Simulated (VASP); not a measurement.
# AlNi (R-3m) in VASP: a series of runs

Runs on AlNi. Level: PBE. Tasks: single point.

Everything below comes from runs of VASP 6.6.1. Logs are shortened: lines on timing, memory, paths and dates and some standing lists are left out, and cuts for length are marked.

### Step 1. The cell of the first run

The structure is trigonal, space group R-3m (No. 166). Conventional cell: a = 5.133 Å, b = 5.133 Å, c = 3.144 Å, α = 90.00°, β = 90.00°, γ = 120.00°. Within 2.1 Å of Al (site symmetry -3m) lie 2 Ni at 1.57 Å. Ni (site symmetry -3m) has 2 Al at 1.57 Å within 2.1 Å.

### Step 2. Single point, PBE

Contents of INCAR:

```
PREC = Accurate
ENCUT = 520
EDIFF = 1E-6
ISMEAR = 0
SIGMA = 0.15
LREAL = F
LASPH = T
NELM = 100
ALGO = Fast
ISIF = 2
LWAVE = F
LCHARG = F
GGA = PE
NBANDS = 14
```

Contents of KPOINTS:

```
regular mesh
0
Gamma
  18 18 18
```

Contents of POSCAR:

```
AlNi
1.0
    3.0248604540     -0.6049720908     -0.6049720908
   -0.6049720908      3.0248604540     -0.6049720908
   -0.6049720908     -0.6049720908      3.0248604540
Al Ni
1 1
Direct
    0.0000000000      0.0000000000      0.0000000000
    0.5000000000      0.5000000000      0.5000000000
```

Potentials or basis: VASP PAW PBE potentials, release 64 (Al, Ni).

Started as:

```bash
$ cat potpaw_PBE.64/Al/POTCAR potpaw_PBE.64/Ni/POTCAR > POTCAR
$ mpirun -np 1 vasp_std > vasp.out
```

OUTCAR:

```text
PREC = Accurate
   ENCUT = 520
   EDIFF = 1E-6
   ISMEAR = 0
   LREAL = F
   LASPH = T
   NELM = 100
   ISIF = 2
   GGA = PE

 ion  position               nearest neighbor table
   1  0.000  0.000  0.000-   2 1.57   2 1.57   2 3.01   2 3.01   2 3.01   2 3.01   2 3.01   2 3.01

   2  0.500  0.500  0.500-   1 1.57   1 1.57   1 3.01   1 3.01   1 3.01   1 3.01   1 3.01   1 3.01

 -----------------------------------------------------------------------------
|                                                                             |
|           W    W    AA    RRRRR   N    N  II  N    N   GGGG   !!!           |
|           W    W   A  A   R    R  NN   N  II  NN   N  G    G  !!!           |
|           W    W  A    A  R    R  N N  N  II  N N  N  G       !!!           |
|           W WW W  AAAAAA  RRRRR   N  N N  II  N  N N  G  GGG   !            |
|           WW  WW  A    A  R   R   N   NN  II  N   NN  G    G                |
|           W    W  A    A  R    R  N    N  II  N    N   GGGG   !!!           |
|                                                                             |
|     The distance between some ions is very small. Please check the          |
|     nearest-neighbor list in the OUTCAR file.                               |
|     I HOPE YOU KNOW WHAT YOU ARE DOING!                                     |
|                                                                             |
 -----------------------------------------------------------------------------

  LATTYP: Found a body centered cubic cell.
 ALAT       =     3.6298325448

  Lattice vectors:

 A1 = (   3.0248604540,  -0.6049720908,  -0.6049720908)
 A2 = (  -0.6049720908,   3.0248604540,  -0.6049720908)
 A3 = (  -0.6049720908,  -0.6049720908,   3.0248604540)

Analysis of symmetry for initial positions (statically):
=====================================================================
 Subroutine PRICEL returns:
 Original cell was already a primitive cell.

 Routine SETGRP: Setting up the symmetry group for a
 body centered cubic supercell.

 Subroutine GETGRP returns: Found 12 space group operations
 (whereof 12 operations were pure point group operations)
 out of a pool of 48 trial point group operations.

The static configuration has the point symmetry D_3d.

Analysis of symmetry for dynamics (positions and initial velocities):
=====================================================================
 Subroutine PRICEL returns:
 Original cell was already a primitive cell.

 Routine SETGRP: Setting up the symmetry group for a
 body centered cubic supercell.

 Subroutine GETGRP returns: Found 12 space group operations
 (whereof 12 operations were pure point group operations)
 out of a pool of 48 trial point group operations.

The dynamic configuration has the point symmetry D_3d.

 Subroutine INISYM returns: Found 12 space group operations
 (whereof 12 operations are pure point group operations),
 and found     1 'primitive' translations

----------------------------------------------------------------------------------------

                                     Primitive cell

  volume of cell :      23.9128

  direct lattice vectors                    reciprocal lattice vectors
     3.024860454 -0.604972091 -0.604972091     0.367326403  0.091831601  0.091831601
    -0.604972091  3.024860454 -0.604972091     0.091831601  0.367326403  0.091831601
    -0.604972091 -0.604972091  3.024860454     0.091831601  0.091831601  0.367326403

  length of vectors
     3.143527195  3.143527195  3.143527195     0.389608486  0.389608486  0.389608486

  position of ions in fractional coordinates (direct lattice)
     0.000000000  0.000000000  0.000000000
     0.500000000  0.500000000  0.500000000

  ion indices of the primitive-cell ions
   primitive index   ion index
                 1           1
                 2           2

----------------------------------------------------------------------------------------

 KPOINTS: regular mesh

Automatic generation of k-mesh.
 Grid dimensions read from file:
 generate k-points for:   18   18   18

 Generating k-lattice:

  Cartesian coordinates                     Fractional coordinates (reciprocal lattice)
     0.020407022  0.005101756  0.005101756     0.055555556 -0.000000000 -0.000000000
     0.005101756  0.020407022  0.005101756    -0.000000000  0.055555556 -0.000000000
     0.005101756  0.005101756  0.020407022    -0.000000000 -0.000000000  0.055555556

  Length of vectors
     0.021644916  0.021644916  0.021644916

  Shift w.r.t. Gamma in fractional coordinates (k-lattice)
     0.000000000  0.000000000  0.000000000

 Subroutine IBZKPT returns following result:
 ===========================================

 Found    580 irreducible k-points:

 Following reciprocal coordinates:
            Coordinates               Weight
  0.000000  0.000000  0.000000      1.000000
  0.055556  0.000000  0.000000      6.000000
  0.055556  0.000000 -0.055556      6.000000
  0.111111  0.000000  0.000000      6.000000
  0.111111  0.000000 -0.111111      6.000000
  0.166667  0.000000  0.000000      6.000000
[... 16 lines left out ...]
  0.111111  0.055556  0.000000     12.000000
  0.166667  0.000000 -0.111111     12.000000
 [... further k-points ...]
   k-points           NKPTS =    580   k-points in BZ     NKDIM =    580   number of bands    NBANDS=     14
   number of dos      NEDOS =    301   number of ions     NIONS =      2
   total plane-waves  NPLWV =  13824
   dimension x,y,z NGX =    24 NGY =   24 NGZ =   24
   dimension x,y,z NGXF=    48 NGYF=   48 NGZF=   48
   ions per type =               1   1
   NGX,Y,Z   is equivalent  to a cutoff of  12.69, 12.69, 12.69 a.u.
   NGXF,Y,Z  is equivalent  to a cutoff of  25.38, 25.38, 25.38 a.u.
 SYSTEM =  unknown system
   PREC   = accura    normal or accurate (medium, high low for compatibility)
   ISTART =      0    job   : 0-new  1-cont  2-samecut
   ICHARG =      2    charge: 1-file 2-atom 10-const
   ISPIN  =      1    spin polarized calculation?
   LNONCOLLINEAR =      F non collinear calculations
   LSORBIT =      F    spin-orbit coupling
   LASPH  =      T    aspherical Exc in radial PAW
   ENCUT  =  520.0 eV  38.22 Ry    6.18 a.u.   5.84  5.84  5.84*2*pi/ulx,y,z
   NELM   =    100;   NELMIN=  2; NELMDL= -5     # of ELM steps
   EDIFF  = 0.1E-05   stopping-criterion for ELM
   LREAL  =      F    real-space projection
   EDIFFG = 0.1E-04   stopping-criterion for IOM
   NSW    =      0    number of steps for IOM
   IBRION =     -1    ionic relax: 0-MD 1-quasi-New 2-CG
   NFREE  =      0    steps in history (QN), initial steepest desc. (CG)
   ISIF   =      2    stress and relaxation
   ISYM   =      2    0-nonsym 1-usesym 2-fastsym
   POTIM  = 0.5000    time-step for ionic-motion
   TEBEG  =    0.0;   TEEND  =   0.0 temperature during run
   PSTRESS=    0.0 pullay stress
   NELECT =      13.0000    total number of electrons
   NUPDOWN=      -1.0000    fix difference up-down
   EMIN   =  10.00;   EMAX   =-10.00  energy-range for DOS
   EFERMI =   0.00;   METHOD = LEGACY
   ISMEAR =     0;   SIGMA  =   0.15  broadening in eV -4-tet -1-fermi 0-gaus
   EFERMI_NEDOS =   21; number of points for ismear=-14 and -15
   IALGO  =     68    algorithm
   IMIX   =      4    mixing-type and parameters
     AMIX     =   0.40;   BMIX     =  1.00
     AMIX_MAG =   1.60;   BMIX_MAG =  1.00
  volume/ion in A,a.u.               =      11.96        80.69
  Fermi-wavevector in a.u.,A,eV,Ry     =   1.336122  2.524904 24.289410  1.785221
  Thomas-Fermi vector in A             =   2.464773
   LORBIT       =      0    0 simple, 1 ext, 2 COOP (PROOUT), +10 PAW based schemes
   GGA     = PE    functional components
   LHFCALC =     F    Hartree Fock is set to
   AEXX    =    0.0000 exact exchange contribution
   IVDW    =     0    specifies the selected vdW correction
   LEPSILON=     F    determine dielectric tensor
   LRPA    =     F    only Hartree local field effects (RPA)
 non-spin polarized calculation
 RMM-DIIS sequential band-by-band and
 Gauss-broadening in eV      SIGMA  =   0.15
  energy-cutoff  :      520.00
  volume of cell :       23.91
 maximum number of plane-waves:       682
   NGX = 11   NGY = 11   NGZ = 11

 number of electron      13.0000011 magnetization

 Free energy of the ion-electron system (eV)
  ---------------------------------------------------
  ext. energy  EPLUGINS =         0.00000000
  ---------------------------------------------------
  free energy    TOTEN  =         1.70880679 eV

  energy without entropy =        1.71641199  energy(sigma->0) =        1.71260939

 E-fermi :  10.0325     XC(G=0): -11.7212

 val. band max:       10.0285744801   @ k =  -0.3333  -0.4444   0.1111
 cond. band min:      10.0367262267   @ k =   0.2778  -0.2222   0.3889
 fundamental gap:      0.0081517465
 Fermi energy:        10.0324745104

 k-point     1 :       0.0000    0.0000    0.0000
  band No.  band energies     occupation
      1      -0.6558      2.00000
      2       4.8999      2.00000
      3       5.3326      2.00000
      4       5.3326      2.00000
      5       7.4998      2.00000
      6       7.4998      2.00000
      7      18.2889      0.00000
      8      18.2889      0.00000
      9      18.6443      0.00000
     10      21.4759      0.00000
     11      21.4759      0.00000
     12      23.1597      0.00000
     13      23.1597      0.00000
     14      23.5156      0.00000

 k-point     2 :       0.0556    0.0000    0.0000
  band No.  band energies     occupation
      1      -0.5817      2.00000
      2       4.9182      2.00000
      3       5.3202      2.00000
      4       5.3363      2.00000
      5       7.4951      2.00000
      6       7.5130      2.00000
      7      18.0750      0.00000
      8      18.2966      0.00000
      9      18.3941      0.00000
     10      20.8472      0.00000
     11      21.2117      0.00000
     12      22.5557      0.00000
     13      23.0721      0.00000
     14      24.0592      0.00000
[... 343 lines left out ...]
      1      -0.1297      2.00000
      2       5.0506      2.00000
      3       5.2383      2.00000
      4       5.3356      2.00000
      5       7.5254      2.00000
      6       7.5680      2.00000
      7      16.3641      0.00000
      8      17.8400      0.00000
      9      18.5866      0.00000
     10      19.1225      0.00000
     11      19.4369      0.00000
     12      22.2024      0.00000
     13      23.3804      0.00000
     14      25.1422      0.00000

 k-point    24 :       0.1667    0.0000   -0.1111
  band No.  band energies     occupation
      1      -0.1734      2.00000
      2       4.8749      2.00000
      3       5.3413      2.00000
      4       5.4143      2.00000
      5       7.3381      2.00000
      6       7.6095      2.00000
      7      16.1836      0.00000
      8      16.8240      0.00000
      9      17.7386      0.00000
     10      20.4346      0.00000
     11      20.9234      0.00000
     12      22.5657      0.00000
     13      23.8060      0.00000
     14      24.4363      0.00000

 [... further k-points ...]
[... 5 lines left out ...]
  --------------------------------------------------------------------------------------
  -------------------------------------------------------------------------------------
  Total       20.1021138     20.1021138     20.1021138     22.3256661     22.3256661     22.3256661
  in kB     1346.8602458   1346.8602458   1346.8602458   1495.8403120   1495.8403120   1495.8403120
  external PRESSURE =    1346.8602458 kB  Pullay stress =       0.0000000 kB

 VOLUME and BASIS-vectors are now :
 -----------------------------------------------------------------------------
  energy-cutoff  :      520.00
  volume of cell :       23.91
      direct lattice vectors                 reciprocal lattice vectors
     3.024860454 -0.604972091 -0.604972091     0.367326403  0.091831601  0.091831601
    -0.604972091  3.024860454 -0.604972091     0.091831601  0.367326403  0.091831601
    -0.604972091 -0.604972091  3.024860454     0.091831601  0.091831601  0.367326403

 POSITION                                       TOTAL-FORCE (eV/Angst)
 -----------------------------------------------------------------------------------
      0.00000      0.00000      0.00000        -0.000000     -0.000000      0.000000
      0.90746      0.90746      0.90746         0.000000      0.000000     -0.000000
 -----------------------------------------------------------------------------------
    total drift:                                0.000000      0.000000     -0.000000

  FREE ENERGIE OF THE ION-ELECTRON SYSTEM (eV)
  ---------------------------------------------------
  free  energy   TOTEN  =         1.7088067853 eV

  energy  without entropy=        1.7164119884  energy(sigma->0) =        1.71260939
```

It took 1.9 min on 1 thread of Intel Xeon Platinum 8259CL at 2.50GHz (Skylake/Cascade Lake), shared host; peak memory 0.31 GiB.

Results:

```yaml
Free_energy: 1.7088 eV
Pressure: 134.7 GPa
```

Stress tensor (GPa, compression positive):
```
134.69 149.58 149.58
149.58 134.69 149.58
149.58 149.58 134.69
```

[end of part 1 of 2]
